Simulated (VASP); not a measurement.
# SiC (zincblende type) (F-43m) in VASP: notebook

SiC (zincblende type) is run at these levels: PBE; tasks: single point.

All numbers are computed with VASP 6.6.1; they aren't measurements. Logs are shortened: lines on timing, memory, paths and dates and some standing lists are left out, and cuts for length are marked.

### 1 The cell of the first run

The structure is cubic, space group F-43m (No. 216). Conventional cell: a = 3.588 Å, b = 3.588 Å, c = 3.588 Å, α = 90.00°, β = 90.00°, γ = 90.00°. Within 2.1 Å of Si (site symmetry -43m) lie 4 C at 1.55 Å. C (site symmetry -43m) has 4 Si at 1.55 Å within 2.1 Å.

### 2 Single point, PBE (volume scaled by 0.55)

Contents of INCAR:

```
SYSTEM = SiC
PREC     = Accurate       ! precision mode
ENCUT    = 520            ! plane-wave cutoff, eV
EDIFF    = 1E-7           ! SCF threshold, eV
ISMEAR   = -1             ! smearing method
SIGMA    = 0.05           ! smearing width, eV
LREAL    = .False.        ! projectors in reciprocal space
LASPH    = .True.         ! aspherical terms in the spheres
NELM     = 60             ! most SCF steps
ALGO     = Normal         ! electronic algorithm
ISIF     = 2              ! what is computed and relaxed
LWAVE    = .False.        ! write WAVECAR
LCHARG   = .False.        ! write CHGCAR
GGA      = PE             ! functional
NBANDS   = 11             ! bands
```

Contents of KPOINTS:

```
regular mesh
0
Gamma
  15 15 15
  0 0 0
```

Contents of POSCAR:

```
SiC
1.0
    0.0000000000      1.7941967705      1.7941967705
    1.7941967705      0.0000000000      1.7941967705
    1.7941967705      1.7941967705      0.0000000000
Si C
1 1
Direct
    0.0000000000      0.0000000000      0.0000000000
    0.2500000000      0.2500000000      0.2500000000
```

Potentials or basis: VASP PAW PBE potentials, release 64 (Si, C).

Run with:

```bash
cat potpaw_PBE.64/Si/POTCAR potpaw_PBE.64/C/POTCAR > POTCAR
mpirun -np 1 vasp_std > vasp.out
```

OUTCAR:

```text
SYSTEM = SiC
   PREC = Accurate
   ENCUT = 520
   EDIFF = 1E-7
   ISMEAR = -1
   LREAL = .False.
   LASPH = .True.
   NELM = 60
   ISIF = 2
   GGA = PE

 ion  position               nearest neighbor table
   1  0.000  0.000  0.000-   2 1.55   2 1.55   2 1.55   2 1.55
   2  0.250  0.250  0.250-   1 1.55   1 1.55   1 1.55   1 1.55

  LATTYP: Found a face centered cubic cell.
 ALAT       =     3.5883935410

  Lattice vectors:

 A1 = (   0.0000000000,   1.7941967705,   1.7941967705)
 A2 = (   1.7941967705,   0.0000000000,   1.7941967705)
 A3 = (   1.7941967705,   1.7941967705,   0.0000000000)

Analysis of symmetry for initial positions (statically):
=====================================================================
 Subroutine PRICEL returns:
 Original cell was already a primitive cell.

 Routine SETGRP: Setting up the symmetry group for a
 face centered cubic supercell.

 Subroutine GETGRP returns: Found 24 space group operations
 (whereof 24 operations were pure point group operations)
 out of a pool of 48 trial point group operations.

The static configuration has the point symmetry T_d .

Analysis of symmetry for dynamics (positions and initial velocities):
=====================================================================
 Subroutine PRICEL returns:
 Original cell was already a primitive cell.

 Routine SETGRP: Setting up the symmetry group for a
 face centered cubic supercell.

 Subroutine GETGRP returns: Found 24 space group operations
 (whereof 24 operations were pure point group operations)
 out of a pool of 48 trial point group operations.

The dynamic configuration has the point symmetry T_d .

 Subroutine INISYM returns: Found 24 space group operations
 (whereof 24 operations are pure point group operations),
 and found     1 'primitive' translations

----------------------------------------------------------------------------------------

                                     Primitive cell

  volume of cell :      11.5515

  direct lattice vectors                    reciprocal lattice vectors
     0.000000000  1.794196770  1.794196770    -0.278676235  0.278676235  0.278676235
     1.794196770  0.000000000  1.794196770     0.278676235 -0.278676235  0.278676235
     1.794196770  1.794196770  0.000000000     0.278676235  0.278676235 -0.278676235

  length of vectors
     2.537377406  2.537377406  2.537377406     0.482681397  0.482681397  0.482681397

  position of ions in fractional coordinates (direct lattice)
     0.000000000  0.000000000  0.000000000
     0.250000000  0.250000000  0.250000000

  ion indices of the primitive-cell ions
   primitive index   ion index
                 1           1
                 2           2

----------------------------------------------------------------------------------------

 KPOINTS: regular mesh

Automatic generation of k-mesh.
 Grid dimensions read from file:
 generate k-points for:   15   15   15

 Generating k-lattice:

  Cartesian coordinates                     Fractional coordinates (reciprocal lattice)
    -0.018578416  0.018578416  0.018578416     0.066666667  0.000000000  0.000000000
     0.018578416 -0.018578416  0.018578416     0.000000000  0.066666667  0.000000000
     0.018578416  0.018578416 -0.018578416     0.000000000  0.000000000  0.066666667

  Length of vectors
     0.032178760  0.032178760  0.032178760

  Shift w.r.t. Gamma in fractional coordinates (k-lattice)
     0.000000000  0.000000000  0.000000000

 Subroutine IBZKPT returns following result:
 ===========================================

 Found    120 irreducible k-points:

 Following reciprocal coordinates:
            Coordinates               Weight
  0.000000  0.000000  0.000000      1.000000
  0.066667  0.000000  0.000000      8.000000
  0.133333  0.000000  0.000000      8.000000
  0.200000  0.000000  0.000000      8.000000
  0.266667  0.000000  0.000000      8.000000
  0.333333  0.000000  0.000000      8.000000
[... 16 lines left out ...]
  0.133333  0.133333  0.000000      6.000000
  0.200000  0.133333  0.000000     24.000000
 [... further k-points ...]
   k-points           NKPTS =    120   k-points in BZ     NKDIM =    120   number of bands    NBANDS=     11
   number of dos      NEDOS =    301   number of ions     NIONS =      2
   total plane-waves  NPLWV =   8000
   dimension x,y,z NGX =    20 NGY =   20 NGZ =   20
   dimension x,y,z NGXF=    40 NGYF=   40 NGZF=   40
   ions per type =               1   1
   NGX,Y,Z   is equivalent  to a cutoff of  13.10, 13.10, 13.10 a.u.
   NGXF,Y,Z  is equivalent  to a cutoff of  26.21, 26.21, 26.21 a.u.
 SYSTEM =  SiC
   PREC   = accura    normal or accurate (medium, high low for compatibility)
   ISTART =      0    job   : 0-new  1-cont  2-samecut
   ICHARG =      2    charge: 1-file 2-atom 10-const
   ISPIN  =      1    spin polarized calculation?
   LNONCOLLINEAR =      F non collinear calculations
   LSORBIT =      F    spin-orbit coupling
   LASPH  =      T    aspherical Exc in radial PAW
   ENCUT  =  520.0 eV  38.22 Ry    6.18 a.u.   4.72  4.72  4.72*2*pi/ulx,y,z
   NELM   =     60;   NELMIN=  2; NELMDL= -5     # of ELM steps
   EDIFF  = 0.1E-06   stopping-criterion for ELM
   LREAL  =      F    real-space projection
   EDIFFG = 0.1E-05   stopping-criterion for IOM
   NSW    =      0    number of steps for IOM
   IBRION =     -1    ionic relax: 0-MD 1-quasi-New 2-CG
   NFREE  =      0    steps in history (QN), initial steepest desc. (CG)
   ISIF   =      2    stress and relaxation
   ISYM   =      2    0-nonsym 1-usesym 2-fastsym
   POTIM  = 0.5000    time-step for ionic-motion
   TEBEG  =    0.0;   TEEND  =   0.0 temperature during run
   PSTRESS=    0.0 pullay stress
   NELECT =       8.0000    total number of electrons
   NUPDOWN=      -1.0000    fix difference up-down
   EMIN   =  10.00;   EMAX   =-10.00  energy-range for DOS
   EFERMI =   0.00;   METHOD = LEGACY
   ISMEAR =    -1;   SIGMA  =   0.05  broadening in eV -4-tet -1-fermi 0-gaus
   EFERMI_NEDOS =   21; number of points for ismear=-14 and -15
   IALGO  =     38    algorithm
   IMIX   =      4    mixing-type and parameters
     AMIX     =   0.40;   BMIX     =  1.00
     AMIX_MAG =   1.60;   BMIX_MAG =  1.00
  volume/ion in A,a.u.               =       5.78        38.98
  Fermi-wavevector in a.u.,A,eV,Ry     =   1.448410  2.737097 28.543535  2.097891
  Thomas-Fermi vector in A             =   2.566254
   LORBIT       =      0    0 simple, 1 ext, 2 COOP (PROOUT), +10 PAW based schemes
   GGA     = PE    functional components
   LHFCALC =     F    Hartree Fock is set to
   AEXX    =    0.0000 exact exchange contribution
   IVDW    =     0    specifies the selected vdW correction
   LEPSILON=     F    determine dielectric tensor
   LRPA    =     F    only Hartree local field effects (RPA)
 non-spin polarized calculation
  energy-cutoff  :      520.00
  volume of cell :       11.55
 maximum number of plane-waves:       331
   NGX =  9   NGY =  9   NGZ =  9

 number of electron       7.9999999 magnetization

 Free energy of the ion-electron system (eV)
  ---------------------------------------------------
  ext. energy  EPLUGINS =         0.00000000
  ---------------------------------------------------
  free energy    TOTEN  =        -7.95561450 eV

  energy without entropy =       -7.95560603  energy(sigma->0) =       -7.95561027

 E-fermi :  16.5245     XC(G=0): -14.1053

 val. band max:       16.1471364386   @ k =  -0.0667   0.0667   0.0000
 cond. band min:      16.8153557539   @ k =   0.4667   0.4667   0.0000
 fundamental gap:      0.6682193153
 Fermi energy:        16.5244742930

 k-point     1 :       0.0000    0.0000    0.0000
  band No.  band energies     occupation
      1      -4.5384      2.00000
      2      16.1031      1.99956
      3      16.1031      1.99956
      4      16.1031      1.99956
      5      28.9477      0.00000
      6      28.9477      0.00000
      7      28.9477      0.00000
      8      29.7925      0.00000
      9      34.7703      0.00000
     10      34.7703      0.00000
     11      39.2194      0.00000

 k-point     2 :       0.0667    0.0000    0.0000
  band No.  band energies     occupation
      1      -4.4048      2.00000
      2      15.5712      2.00000
      3      16.0467      1.99986
      4      16.0467      1.99986
      5      28.7777      0.00000
      6      29.1200      0.00000
      7      29.1200      0.00000
      8      30.1445      0.00000
      9      33.9122      0.00000
     10      33.9122      0.00000
     11      38.6679      0.00000

 k-point     3 :       0.1333    0.0000    0.0000
  band No.  band energies     occupation
      1      -4.0059      2.00000
      2      14.1670      2.00000
      3      15.8954      1.99999
      4      15.8954      1.99999
      5      28.4891      0.00000
      6      29.4135      0.00000
      7      29.4135      0.00000
      8      30.7459      0.00000
      9      32.7517      0.00000
     10      32.7517      0.00000
     11      38.0917      0.00000

 k-point     4 :       0.2000    0.0000    0.0000
  band No.  band energies     occupation
      1      -3.3460      2.00000
      2      12.2540      2.00000
      3      15.6919      2.00000
      4      15.6919      2.00000
      5      28.1980      0.00000
      6      29.0692      0.00000
      7      29.0692      0.00000
      8      31.0501      0.00000
      9      32.7902      0.00000
     10      32.7902      0.00000
     11      38.2120      0.00000
[... 239 lines left out ...]
 k-point    22 :      -0.0667    0.0667    0.0000
  band No.  band energies     occupation
      1      -4.1829      2.00000
      2      14.9881      2.00000
      3      15.5338      2.00000
      4      16.1471      1.99894
      5      28.5386      0.00000
      6      29.2104      0.00000
      7      29.6062      0.00000
      8      30.3591      0.00000
      9      32.2454      0.00000
     10      34.1247      0.00000
     11      39.3380      0.00000

 k-point    23 :       0.1333    0.1333    0.0000
  band No.  band energies     occupation
      1      -3.8289      2.00000
      2      14.9912      2.00000
      3      15.1276      2.00000
      4      15.1276      2.00000
      5      26.9784      0.00000
      6      28.2243      0.00000
      7      30.5997      0.00000
      8      30.5997      0.00000
      9      32.6835      0.00000
     10      35.5595      0.00000
     11      40.5072      0.00000

 k-point    24 :       0.2000    0.1333    0.0000
  band No.  band energies     occupation
      1      -3.3453      2.00000
      2      13.5975      2.00000
      3      14.7388      2.00000
      4      15.1919      2.00000
      5      25.8382      0.00000
      6      27.5277      0.00000
      7      31.0829      0.00000
      8      31.1256      0.00000
      9      33.5700      0.00000
     10      35.6255      0.00000
     11      40.2762      0.00000

 [... further k-points ...]

------------------------ aborting loop because EDIFF is reached ----------------------------------------

  FORCE on cell =-STRESS in cart. coord.  units (eV):
  Direction    XX          YY          ZZ          XY          YZ          ZX
  --------------------------------------------------------------------------------------
  -------------------------------------------------------------------------------------
  Total       27.7233273     27.7233273     27.7233273     -0.0000000      0.0000000     -0.0000000
  in kB     3845.1716112   3845.1716112   3845.1716112     -0.0000000      0.0000000     -0.0000000
  external PRESSURE =    3845.1716112 kB  Pullay stress =       0.0000000 kB

 VOLUME and BASIS-vectors are now :
 -----------------------------------------------------------------------------
  energy-cutoff  :      520.00
  volume of cell :       11.55
      direct lattice vectors                 reciprocal lattice vectors
     0.000000000  1.794196770  1.794196770    -0.278676235  0.278676235  0.278676235
     1.794196770  0.000000000  1.794196770     0.278676235 -0.278676235  0.278676235
     1.794196770  1.794196770  0.000000000     0.278676235  0.278676235 -0.278676235

 POSITION                                       TOTAL-FORCE (eV/Angst)
 -----------------------------------------------------------------------------------
      0.00000      0.00000      0.00000        -0.000000     -0.000000     -0.000000
      0.89710      0.89710      0.89710         0.000000      0.000000      0.000000
 -----------------------------------------------------------------------------------
    total drift:                                0.000000      0.000000      0.000000

  FREE ENERGIE OF THE ION-ELECTRON SYSTEM (eV)
  ---------------------------------------------------
  free  energy   TOTEN  =        -7.9556145042 eV

  energy  without entropy=       -7.9556060284  energy(sigma->0) =       -7.95561027
```

Run time: 9.1 s. Hardware: 1 thread of Intel Xeon Platinum 8488C (Sapphire Rapids), shared host; peak memory 0.13 GiB.

Results:

```
Free energy            : -7.9556 eV
Pressure               : 384.5 GPa
Band gap on the k mesh : 0.67 eV, indirect (least direct gap 4.84 eV)
```

Levels at points of the mesh, in eV from the valence-band top:
| k point | band 1 | band 2 | band 3 | band 4 | band 5 | band 6 | band 7 | band 8 | band 9 |
| --- | --- | --- | --- | --- | --- | --- | --- | --- | --- |
| (0.00, 0.00, 0.00) | -20.69 | -0.04 | -0.04 | -0.04 | 12.80 | 12.80 | 12.80 | 13.65 | 18.62 |

 A k mesh can miss the band edges.

### 3 Single point, PBE (volume scaled by 0.55)

Contents of INCAR:

```
PREC     = Accurate       # precision mode
ENCUT    = 520            # plane-wave cutoff, eV
EDIFF    = 1E-7           # SCF threshold, eV
ISMEAR   = -1             # smearing method
SIGMA    = 0.05           # smearing width, eV
LREAL    = F              # projectors in reciprocal space
LASPH    = T              # aspherical terms in the spheres
NELM     = 60             # most SCF steps
ALGO     = Normal         # electronic algorithm
ISIF     = 2              # what is computed and relaxed
LWAVE    = F              # write WAVECAR
LCHARG   = F              # write CHGCAR
GGA      = PE             # functional
NBANDS   = 11             # bands
```

Contents of KPOINTS:

```
regular mesh
0
Gamma
  15 15 15
```

POSCAR is that of step 2.

Potentials or basis: VASP PAW PBE potentials, release 64 (Si, C).

Run with:

```bash
cat potpaw_PBE.64/Si/POTCAR potpaw_PBE.64/C/POTCAR > POTCAR
mpirun -np 1 vasp_std > vasp.out
```

OUTCAR:

```text
PREC = Accurate
   ENCUT = 520
   EDIFF = 1E-7
   ISMEAR = -1
   LREAL = F
   LASPH = T
   NELM = 60
   ISIF = 2
   GGA = PE

 ion  position               nearest neighbor table
   1  0.000  0.000  0.000-   2 1.55   2 1.55   2 1.55   2 1.55
   2  0.250  0.250  0.250-   1 1.55   1 1.55   1 1.55   1 1.55

  LATTYP: Found a face centered cubic cell.
 ALAT       =     3.5883935410

  Lattice vectors:

[... 518 lines left out ...]
     11      40.2762      0.00000

 [... further k-points ...]

------------------------ aborting loop because EDIFF is reached ----------------------------------------

  FORCE on cell =-STRESS in cart. coord.  units (eV):
  Direction    XX          YY          ZZ          XY          YZ          ZX
  --------------------------------------------------------------------------------------
  -------------------------------------------------------------------------------------
  Total       27.7233273     27.7233273     27.7233273     -0.0000000      0.0000000     -0.0000000
  in kB     3845.1716112   3845.1716112   3845.1716112     -0.0000000      0.0000000     -0.0000000
  external PRESSURE =    3845.1716112 kB  Pullay stress =       0.0000000 kB

 VOLUME and BASIS-vectors are now :
 -----------------------------------------------------------------------------
  energy-cutoff  :      520.00
  volume of cell :       11.55
      direct lattice vectors                 reciprocal lattice vectors
     0.000000000  1.794196770  1.794196770    -0.278676235  0.278676235  0.278676235
     1.794196770  0.000000000  1.794196770     0.278676235 -0.278676235  0.278676235
     1.794196770  1.794196770  0.000000000     0.278676235  0.278676235 -0.278676235

 POSITION                                       TOTAL-FORCE (eV/Angst)
 -----------------------------------------------------------------------------------
      0.00000      0.00000      0.00000        -0.000000     -0.000000     -0.000000
      0.89710      0.89710      0.89710         0.000000      0.000000      0.000000
 -----------------------------------------------------------------------------------
    total drift:                                0.000000      0.000000      0.000000

  FREE ENERGIE OF THE ION-ELECTRON SYSTEM (eV)
  ---------------------------------------------------
  free  energy   TOTEN  =        -7.9556145042 eV

  energy  without entropy=       -7.9556060284  energy(sigma->0) =       -7.95561027
```

OSZICAR:

```text
N       E                     dE             d eps       ncg     rms          rms(c)
DAV:   1     0.684844918131E+01    0.68484E+01   -0.46638E+03  3003   0.650E+02
DAV:   2    -0.118496401251E+02   -0.18698E+02   -0.18020E+02  3242   0.125E+02
DAV:   3    -0.121661309185E+02   -0.31649E+00   -0.31591E+00  3197   0.121E+01
DAV:   4    -0.121666453327E+02   -0.51441E-03   -0.51440E-03  3004   0.629E-01
DAV:   5    -0.121666462969E+02   -0.96423E-06   -0.96507E-06  3206   0.247E-02    0.184E+01
DAV:   6    -0.838800742537E+01    0.37786E+01   -0.78790E+00  2808   0.159E+01    0.889E+00
DAV:   7    -0.796930152232E+01    0.41871E+00   -0.16219E+00  3015   0.769E+00    0.323E+00
DAV:   8    -0.795548675411E+01    0.13815E-01   -0.26823E-02  2961   0.128E+00    0.290E-01
DAV:   9    -0.795557538682E+01   -0.88633E-04   -0.36295E-04  3216   0.159E-01    0.172E-01
DAV:  10    -0.795561349068E+01   -0.38104E-04   -0.43837E-05  2925   0.549E-02    0.261E-02
DAV:  11    -0.795561419970E+01   -0.70902E-06   -0.36793E-06  3146   0.128E-02    0.667E-03
DAV:  12    -0.795561455662E+01   -0.35692E-06   -0.29465E-07  3012   0.361E-03    0.189E-03
DAV:  13    -0.795561450418E+01    0.52449E-07   -0.18119E-08  1602   0.919E-04
   1 F= -.79556145E+01 E0= -.79556103E+01  d E =-.847580E-05
```

Wall time 9.8 s (1 thread of Intel Xeon Platinum 8488C (Sapphire Rapids), shared host); peak memory 0.13 GiB.

Results:

```yaml
Free_energy: -7.9556 eV
Pressure: 384.5 GPa
Band_gap_on_the_k_mesh: 0.67 eV, indirect (least direct gap 4.84 eV)
```

### 4 Single point, PBE (volume scaled by 0.64)

Contents of INCAR:

```
SYSTEM = SiC
  PREC = Accurate
  ENCUT = 520
  EDIFF = 1E-7
  ISMEAR = -1
  SIGMA = 0.05
  LREAL = .FALSE.
  LASPH = .TRUE.
  NELM = 100
  ALGO = Normal
  ISIF = 2
  LWAVE = .FALSE.
  LCHARG = .FALSE.
  GGA = PE
  NBANDS = 11
```

Contents of KPOINTS:

```
Automatic mesh
0
G
  15 15 15
  0 0 0
```

Contents of POSCAR:

```
SiC
1.0
    0.0000000000      1.8871619238      1.8871619238
    1.8871619238      0.0000000000      1.8871619238
    1.8871619238      1.8871619238      0.0000000000
Si C
1 1
Direct
    0.0000000000      0.0000000000      0.0000000000
    0.2500000000      0.2500000000      0.2500000000
```

Run with:

```bash
cat potpaw_PBE.64/Si/POTCAR potpaw_PBE.64/C/POTCAR > POTCAR
mpirun -np 1 vasp_std > vasp.out
```

Wall time 10 s (1 thread of Intel Xeon Platinum 8488C (Sapphire Rapids), shared host); peak memory 0.13 GiB.

The run converged. Its results:

| Property | Result |
| --- | --- |
| Free energy | -11.4280 eV |
| Pressure | 218.9 GPa |
| Band gap on the k mesh | 0.90 eV, indirect (least direct gap 4.84 eV) |

Levels at points of the mesh, in eV from the valence-band top:
| k point | band 1 | band 2 | band 3 | band 4 | band 5 | band 6 | band 7 | band 8 | band 9 |
| --- | --- | --- | --- | --- | --- | --- | --- | --- | --- |
| (0.00, 0.00, 0.00) | -19.18 | -0.02 | -0.02 | -0.02 | 11.06 | 11.06 | 11.06 | 11.56 | 17.41 |

 A k mesh can miss the band edges.

(Part 1 of 2 ends here.)
